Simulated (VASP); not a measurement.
# Sb (Pm-3m) in VASP: notebook

Sb is run at these levels: PBEsol; tasks: single point.

All numbers are computed with VASP 6.6.1; they aren't measurements. Logs are shortened: lines on timing, memory, paths and dates and some standing lists are left out, and cuts for length are marked.

### Step 1. The cell of the first run

It takes space group Pm-3m (No. 221, cubic). Conventional cell: a = 3.063 Å, b = 3.063 Å, c = 3.063 Å, α = 90.00°, β = 90.00°, γ = 90.00°. Within 4.0 Å of Sb (site symmetry m-3m) lie 6 Sb at 3.06 Å.

### Step 2. Single point, PBEsol (volume scaled by 0.98)

INCAR

```
ALGO = Normal
EDIFF = 1E-7
ENCUT = 520
GGA = PS
ISIF = 2
ISMEAR = -1
LASPH = True
LCHARG = False
LREAL = False
LWAVE = False
NBANDS = 8
NELM = 80
PREC = Accurate
SIGMA = 0.05
```

KPOINTS

```
k-points
0
Gamma
  12 12 12
```

POSCAR

```
Sb
1.0
    3.0626494052      0.0000000000      0.0000000000
    0.0000000000      3.0626494052      0.0000000000
    0.0000000000      0.0000000000      3.0626494052
Sb
1
Direct
    0.0000000000      0.0000000000      0.0000000000
```

Potentials or basis: VASP PAW PBE potentials, release 64 (Sb).

The run is started by

```sh
> cat potpaw_PBE.64/Sb/POTCAR > POTCAR
> mpirun -np 1 vasp_std > vasp.out
```

OUTCAR:

```text
EDIFF = 1E-7
   ENCUT = 520
   GGA = PS
   ISIF = 2
   ISMEAR = -1
   LASPH = True
   LREAL = False
   NELM = 80
   PREC = Accurate

 ion  position               nearest neighbor table
   1  0.000  0.000  0.000-

  LATTYP: Found a simple cubic cell.
 ALAT       =     3.0626494052

  Lattice vectors:

 A1 = (   3.0626494052,   0.0000000000,   0.0000000000)
 A2 = (   0.0000000000,   3.0626494052,   0.0000000000)
 A3 = (   0.0000000000,   0.0000000000,   3.0626494052)

Analysis of symmetry for initial positions (statically):
=====================================================================
 Subroutine PRICEL returns:
 Original cell was already a primitive cell.

 Routine SETGRP: Setting up the symmetry group for a
 simple cubic supercell.

 Subroutine GETGRP returns: Found 48 space group operations
 (whereof 48 operations were pure point group operations)
 out of a pool of 48 trial point group operations.

The static configuration has the point symmetry O_h .

Analysis of symmetry for dynamics (positions and initial velocities):
=====================================================================
 Subroutine PRICEL returns:
 Original cell was already a primitive cell.

 Routine SETGRP: Setting up the symmetry group for a
 simple cubic supercell.

 Subroutine GETGRP returns: Found 48 space group operations
 (whereof 48 operations were pure point group operations)
 out of a pool of 48 trial point group operations.

The dynamic configuration has the point symmetry O_h .

 Subroutine INISYM returns: Found 48 space group operations
 (whereof 48 operations are pure point group operations),
 and found     1 'primitive' translations

----------------------------------------------------------------------------------------

                                     Primitive cell

  volume of cell :      28.7271

  direct lattice vectors                    reciprocal lattice vectors
     3.062649405  0.000000000  0.000000000     0.326514683  0.000000000  0.000000000
     0.000000000  3.062649405  0.000000000     0.000000000  0.326514683  0.000000000
     0.000000000  0.000000000  3.062649405     0.000000000  0.000000000  0.326514683

  length of vectors
     3.062649405  3.062649405  3.062649405     0.326514683  0.326514683  0.326514683

  position of ions in fractional coordinates (direct lattice)
     0.000000000  0.000000000  0.000000000

  ion indices of the primitive-cell ions
   primitive index   ion index
                 1           1

----------------------------------------------------------------------------------------

 KPOINTS: k-points

Automatic generation of k-mesh.
 Grid dimensions read from file:
 generate k-points for:   12   12   12

 Generating k-lattice:

  Cartesian coordinates                     Fractional coordinates (reciprocal lattice)
     0.027209557  0.000000000  0.000000000     0.083333333  0.000000000  0.000000000
     0.000000000  0.027209557  0.000000000     0.000000000  0.083333333  0.000000000
     0.000000000  0.000000000  0.027209557     0.000000000  0.000000000  0.083333333

  Length of vectors
     0.027209557  0.027209557  0.027209557

  Shift w.r.t. Gamma in fractional coordinates (k-lattice)
     0.000000000  0.000000000  0.000000000

 Subroutine IBZKPT returns following result:
 ===========================================

 Found     84 irreducible k-points:

 Following reciprocal coordinates:
            Coordinates               Weight
  0.000000  0.000000  0.000000      1.000000
  0.083333  0.000000  0.000000      6.000000
  0.166667  0.000000  0.000000      6.000000
  0.250000  0.000000  0.000000      6.000000
  0.333333  0.000000  0.000000      6.000000
  0.416667  0.000000  0.000000      6.000000
[... 16 lines left out ...]
  0.333333  0.333333  0.000000     12.000000
  0.416667  0.333333  0.000000     24.000000
 [... further k-points ...]
   k-points           NKPTS =     84   k-points in BZ     NKDIM =     84   number of bands    NBANDS=      8
   number of dos      NEDOS =    301   number of ions     NIONS =      1
   total plane-waves  NPLWV =  13824
   dimension x,y,z NGX =    24 NGY =   24 NGZ =   24
   dimension x,y,z NGXF=    48 NGYF=   48 NGZF=   48
   ions per type =               1
   NGX,Y,Z   is equivalent  to a cutoff of  13.03, 13.03, 13.03 a.u.
   NGXF,Y,Z  is equivalent  to a cutoff of  26.06, 26.06, 26.06 a.u.
 SYSTEM =  unknown system
   PREC   = accura    normal or accurate (medium, high low for compatibility)
   ISTART =      0    job   : 0-new  1-cont  2-samecut
   ICHARG =      2    charge: 1-file 2-atom 10-const
   ISPIN  =      1    spin polarized calculation?
   LNONCOLLINEAR =      F non collinear calculations
   LSORBIT =      F    spin-orbit coupling
   LASPH  =      T    aspherical Exc in radial PAW
   ENCUT  =  520.0 eV  38.22 Ry    6.18 a.u.   5.69  5.69  5.69*2*pi/ulx,y,z
   NELM   =     80;   NELMIN=  2; NELMDL= -5     # of ELM steps
   EDIFF  = 0.1E-06   stopping-criterion for ELM
   LREAL  =      F    real-space projection
   EDIFFG = 0.1E-05   stopping-criterion for IOM
   NSW    =      0    number of steps for IOM
   IBRION =     -1    ionic relax: 0-MD 1-quasi-New 2-CG
   NFREE  =      0    steps in history (QN), initial steepest desc. (CG)
   ISIF   =      2    stress and relaxation
   ISYM   =      2    0-nonsym 1-usesym 2-fastsym
   POTIM  = 0.5000    time-step for ionic-motion
   TEBEG  =    0.0;   TEEND  =   0.0 temperature during run
   PSTRESS=    0.0 pullay stress
   NELECT =       5.0000    total number of electrons
   NUPDOWN=      -1.0000    fix difference up-down
   EMIN   =  10.00;   EMAX   =-10.00  energy-range for DOS
   EFERMI =   0.00;   METHOD = LEGACY
   ISMEAR =    -1;   SIGMA  =   0.05  broadening in eV -4-tet -1-fermi 0-gaus
   EFERMI_NEDOS =   21; number of points for ismear=-14 and -15
   IALGO  =     38    algorithm
   IMIX   =      4    mixing-type and parameters
     AMIX     =   0.40;   BMIX     =  1.00
     AMIX_MAG =   1.60;   BMIX_MAG =  1.00
  volume/ion in A,a.u.               =      28.73       193.86
  Fermi-wavevector in a.u.,A,eV,Ry     =   0.914045  1.727294 11.367370  0.835478
  Thomas-Fermi vector in A             =   2.038627
   LORBIT       =      0    0 simple, 1 ext, 2 COOP (PROOUT), +10 PAW based schemes
   GGA     = PS    functional components
   LHFCALC =     F    Hartree Fock is set to
   AEXX    =    0.0000 exact exchange contribution
   IVDW    =     0    specifies the selected vdW correction
   LEPSILON=     F    determine dielectric tensor
   LRPA    =     F    only Hartree local field effects (RPA)
 non-spin polarized calculation
  energy-cutoff  :      520.00
  volume of cell :       28.73
 maximum number of plane-waves:       804
 NGX is ok and might be reduce to    24
   NGX = 11   NGY = 11   NGZ = 11

 number of electron       4.9999999 magnetization

 Free energy of the ion-electron system (eV)
  ---------------------------------------------------
  ext. energy  EPLUGINS =         0.00000000
  ---------------------------------------------------
  free energy    TOTEN  =        -4.52230393 eV

  energy without entropy =       -4.51613728  energy(sigma->0) =       -4.51922060

 E-fermi :   7.5602     XC(G=0):  -9.9141

 val. band max:        7.5411784755   @ k =   0.4167   0.3333   0.3333
 cond. band min:       7.6397923280   @ k =   0.1667   0.0833   0.0833
 fundamental gap:      0.0986138524
 Fermi energy:         7.5602330515

 k-point     1 :       0.0000    0.0000    0.0000
  band No.  band energies     occupation
      1      -5.2303      2.00000
      2      10.8235      0.00000
      3      10.8235      0.00000
      4      10.8235      0.00000
      5      14.4564      0.00000
      6      14.4564      0.00000
      7      15.8364      0.00000
      8      25.4128      0.00000

 k-point     2 :       0.0833    0.0000    0.0000
  band No.  band energies     occupation
      1      -5.1255      2.00000
      2       9.5559      0.00000
      3      10.9280      0.00000
      4      10.9280      0.00000
      5      14.5380      0.00000
      6      15.1541      0.00000
      7      16.6260      0.00000
      8      24.5122      0.00000

 k-point     3 :       0.1667    0.0000    0.0000
  band No.  band energies     occupation
      1      -4.8147      2.00000
      2       7.4422      1.82766
      3      11.2312      0.00000
      4      11.2312      0.00000
      5      14.7815      0.00000
      6      15.6210      0.00000
      7      18.9070      0.00000
      8      23.0709      0.00000

 k-point     4 :       0.2500    0.0000    0.0000
  band No.  band energies     occupation
      1      -4.3127      2.00000
      2       5.3754      2.00000
      3      11.6979      0.00000
      4      11.6979      0.00000
      5      15.1805      0.00000
      6      16.0976      0.00000
      7      21.3351      0.00000
      8      21.6285      0.00000

 k-point     5 :       0.3333    0.0000    0.0000
  band No.  band energies     occupation
      1      -3.6626      2.00000
      2       3.5589      2.00000
      3      12.2527      0.00000
      4      12.2527      0.00000
      5      15.7145      0.00000
      6      16.7256      0.00000
      7      20.3460      0.00000
      8      20.3460      0.00000
[... 177 lines left out ...]
 k-point    22 :       0.5000    0.2500    0.0000
  band No.  band energies     occupation
      1      -1.7254      2.00000
      2       2.4561      2.00000
      3       7.6996      0.11593
      4      12.5622      0.00000
      5      13.8649      0.00000
      6      18.4361      0.00000
      7      19.4067      0.00000
      8      19.7282      0.00000

 k-point    23 :       0.3333    0.3333    0.0000
  band No.  band energies     occupation
      1      -2.0769      2.00000
      2       4.7814      2.00000
      3       5.2673      2.00000
      4      12.5996      0.00000
      5      13.7099      0.00000
      6      17.7115      0.00000
      7      21.3974      0.00000
      8      21.5708      0.00000

 k-point    24 :       0.4167    0.3333    0.0000
  band No.  band energies     occupation
      1      -1.3898      2.00000
      2       3.5941      2.00000
      3       5.6013      2.00000
      4      11.4498      0.00000
      5      14.2170      0.00000
      6      18.4515      0.00000
      7      20.5717      0.00000
      8      20.7368      0.00000

 [... further k-points ...]
[... 5 lines left out ...]
  --------------------------------------------------------------------------------------
  -------------------------------------------------------------------------------------
  Total        0.0094287      0.0094287      0.0094287      0.0000000      0.0000000     -0.0000000
  in kB        0.5258589      0.5258589      0.5258589      0.0000000      0.0000000     -0.0000000
  external PRESSURE =       0.5258589 kB  Pullay stress =       0.0000000 kB

 VOLUME and BASIS-vectors are now :
 -----------------------------------------------------------------------------
  energy-cutoff  :      520.00
  volume of cell :       28.73
      direct lattice vectors                 reciprocal lattice vectors
     3.062649405  0.000000000  0.000000000     0.326514683  0.000000000  0.000000000
     0.000000000  3.062649405  0.000000000     0.000000000  0.326514683  0.000000000
     0.000000000  0.000000000  3.062649405     0.000000000  0.000000000  0.326514683

 POSITION                                       TOTAL-FORCE (eV/Angst)
 -----------------------------------------------------------------------------------
      0.00000      0.00000      0.00000         0.000000      0.000000      0.000000
 -----------------------------------------------------------------------------------
    total drift:                               -0.000000      0.000000      0.000000

  FREE ENERGIE OF THE ION-ELECTRON SYSTEM (eV)
  ---------------------------------------------------
  free  energy   TOTEN  =        -4.5223039274 eV

  energy  without entropy=       -4.5161372796  energy(sigma->0) =       -4.51922060
```

Wall time 7.6 s (1 thread of Intel Xeon 6975P-C, shared host); peak memory 0.15 GiB.

Results:

```yaml
Free_energy: -4.5223 eV
Pressure: 0.1 GPa
```

Levels at points of the mesh, in eV from the Fermi level:
| k point | band 1 | band 2 | band 3 | band 4 | band 5 | band 6 | band 7 |
| --- | --- | --- | --- | --- | --- | --- | --- |
| (0.00, 0.00, 0.00) | -12.79 | 3.26 | 3.26 | 3.26 | 6.90 | 6.90 | 8.28 |
| (0.50, 0.00, 0.00) | -10.23 | -5.95 | 5.40 | 5.40 | 9.08 | 10.53 | 11.40 |
| (0.50, 0.50, 0.00) | -7.49 | -3.80 | -3.80 | 1.89 | 7.59 | 13.11 | 13.26 |
| (0.50, 0.50, 0.50) | -4.42 | -1.78 | -1.78 | -1.78 | 4.67 | 4.67 | 4.67 |

Caveat: the PAW data sets were made with another functional, which shifts forces and pressure a little; spin-orbit coupling is left out, which moves the levels of the heavy elements.

### Step 3. Single point, PBEsol (volume scaled by 1.02)

INCAR

```
ALGO     = Normal         # electronic algorithm
EDIFF    = 1E-6           # SCF threshold, eV
ENCUT    = 520            # plane-wave cutoff, eV
GGA      = PS             # functional
ISIF     = 2              # what is computed and relaxed
ISMEAR   = -1             # smearing method
LASPH    = True           # aspherical terms in the spheres
LCHARG   = False          # write CHGCAR
LREAL    = False          # projectors in reciprocal space
LWAVE    = False          # write WAVECAR
NBANDS   = 8              # bands
NELM     = 100            # most SCF steps
PREC     = Accurate       # precision mode
SIGMA    = 0.05           # smearing width, eV
```

KPOINTS is that of step 2.

POSCAR

```
Sb
1.0
    3.1037636992      0.0000000000      0.0000000000
    0.0000000000      3.1037636992      0.0000000000
    0.0000000000      0.0000000000      3.1037636992
Sb
1
Direct
    0.0000000000      0.0000000000      0.0000000000
```

Potentials or basis: VASP PAW PBE potentials, release 64 (Sb).

The run is started by

```sh
> cat potpaw_PBE.64/Sb/POTCAR > POTCAR
> mpirun -np 1 vasp_std > vasp.out
```

It took 7.8 s on 1 thread of Intel Xeon 6975P-C, shared host; peak memory 0.15 GiB.

The run converged. Its results:

* Free energy: -4.5142 eV
* Pressure: -2.2 GPa

Levels at points of the mesh, in eV from the Fermi level:
```
           k point  band 1  band 2  band 3  band 4  band 5  band 6  band 7  band 8
(0.00, 0.00, 0.00)  -12.47    3.17    3.17    3.17    6.86    6.86    8.04   17.64
(0.50, 0.00, 0.00)  -10.05   -5.66    5.17    5.17    8.97   10.43   11.37   11.37
(0.50, 0.50, 0.00)   -7.49   -3.61   -3.61    2.04    7.20   12.79   13.15   13.15
(0.50, 0.50, 0.50)   -4.65   -1.69   -1.69   -1.69    4.73    4.73    4.73    6.75
```

Caveat: the PAW data sets were made with another functional, which shifts forces and pressure a little; spin-orbit coupling is left out, which moves the levels of the heavy elements.

### Step 4. Single point, PBEsol (volume scaled by 1.06)

INCAR

```
  PREC = Accurate
  ENCUT = 520
  EDIFF = 1E-6
  ISMEAR = -1
  SIGMA = 0.05
  LREAL = F
  LASPH = T
  NELM = 100
  ALGO = Normal
  ISIF = 2
  LWAVE = F
  LCHARG = T
  GGA = PS
  LELF = T
  LVHAR = T
  NBANDS = 8
```

KPOINTS

```
Automatic mesh
0
Gamma
  12 12 12
```

POSCAR

```
Sb
1.0
    3.1438166807      0.0000000000      0.0000000000
    0.0000000000      3.1438166807      0.0000000000
    0.0000000000      0.0000000000      3.1438166807
Sb
1
Direct
    0.0000000000      0.0000000000      0.0000000000
```

The run is started by

```sh
> cat potpaw_PBE.64/Sb/POTCAR > POTCAR
> mpirun -np 1 vasp_std > vasp.out
```

It took 9.3 s on 1 thread of Intel Xeon 6975P-C, shared host; peak memory 0.15 GiB.

Results (log left out):

| Property | Result |
| --- | --- |
| Free energy | -4.4914 eV |
| Pressure | -4.0 GPa |

Levels at points of the mesh, in eV from the Fermi level:
```csv
k point,band 1,band 2,band 3,band 4,band 5,band 6,band 7,band 8
"(0.00, 0.00, 0.00)",-12.17,3.08,3.08,3.08,6.83,6.83,7.81,17.42
"(0.50, 0.00, 0.00)",-9.89,-5.39,4.96,4.96,8.87,10.33,11.12,11.26
"(0.50, 0.50, 0.00)",-7.49,-3.43,-3.43,2.19,6.85,12.49,13.05,13.05
"(0.50, 0.50, 0.50)",-4.85,-1.60,-1.60,-1.60,4.79,4.79,4.79,6.84
```

Caveat: the PAW data sets were made with another functional, which shifts forces and pressure a little; spin-orbit coupling is left out, which moves the levels of the heavy elements.

### Step 5. Summary

| cell | gap on the mesh (eV) | pressure (GPa) |
| --- | --- | --- |
| a = 3.063 Å, 1 atom | none | 0.1 |
| a = 3.104 Å, 1 atom | none | -2.2 |
| a = 3.144 Å, 1 atom | none | -4.0 |

Alike in all rows: task single point; level PBEsol; potentials or basis VASP PAW PBE potentials, release 64 (Sb); no spin polarisation; k mesh 12 × 12 × 12; cutoff (eV) 520; smearing fermi-dirac 0.05 eV.

Caveats: the PAW data sets were made with another functional, which shifts forces and pressure a little; spin-orbit coupling is left out, which moves the levels of the heavy elements.

Total energies depend on the potentials used, so only differences within one code and one set of settings carry meaning.
